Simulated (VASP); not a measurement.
Here is a VASP 6.6.1 calculation.

File INCAR:

```
SYSTEM = Ge
ALGO = Normal
EDIFF = 1E-6
ENCUT = 520
GGA = PE
ISIF = 2
ISMEAR = -1
LASPH = .TRUE.
LCHARG = .TRUE.
LELF = .TRUE.
LREAL = .FALSE.
LVHAR = .TRUE.
LWAVE = .FALSE.
NBANDS = 21
NELM = 80
PREC = Accurate
SIGMA = 0.02
```

Contents of KPOINTS:

```
k-points
0
G
  8 8 8
  0 0 0
```

The input POSCAR:

```
Ge
1.0
    0.0000000000      2.9835398727      2.9835398727
    2.9835398727      0.0000000000      2.9835398727
    2.9835398727      2.9835398727      0.0000000000
Ge
2
Direct
    0.0000000000      0.0000000000      0.0000000000
    0.2500000000      0.2500000000      0.2500000000
```

Potentials or basis: VASP PAW PBE potentials, release 64 (Ge_d).

Command:

```sh
$ cat potpaw_PBE.64/Ge_d/POTCAR > POTCAR
$ mpirun -np 1 vasp_std > vasp.out
```

**Question.** Estimate the band gap on the k mesh.

**Answer.** Zero (bands 14 and 15 overlap by 0.25 eV).

**Question.** What does it give for the pressure?

**Answer.** -4.8 GPa.

Caveat: the cell differs from its parent crystal (strain +5.2%); the cell stands under tension; semilocal functionals underestimate gaps, so a narrow gap can read as zero.
